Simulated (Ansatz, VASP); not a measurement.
**H: VASP beside Ansatz**

```xyz
2
Lattice="5.6985 0.0000 0.0000 -2.8493 4.9351 0.0000 0.0000 0.0000 4.2092" Properties=species:S:1:pos:R:3 pbc="T T T"
H     0.0000    3.2900    1.0523
H     2.8493    1.6450    3.1569
```

Alike in both runs: task single point; functional PBE; k mesh 6 × 6 × 6; occupations gaussian, width 0.05 eV; collinear spin.

```csv
,VASP,Ansatz
version,VASP 6.6.1,Ansatz 0.2.0
potentials or method,"VASP PAW PBE potentials, release 64 (H), cutoff 520 eV","scalar-relativistic, plane waves, PAW"
valence electrons in the cell,2,2
```

```tsv
	VASP	Ansatz	Ansatz less VASP
gap on the k mesh at the Fermi level (eV)	6.77	6.49	-0.281
least direct gap on the mesh (eV)	7.18	6.49	-0.690
pressure (GPa)	0.0	0.0	+0.03
net moment per atom (μB)	1.00	1.00	0.000
size of the moment on the site where the two differ most (μB)	0.38	0.95	+0.575
```

Site moments also hang on the region over which each program counts them. Ansatz's warnings: band edge not confirmed under output density, nearly empty spin channel levels not settled.
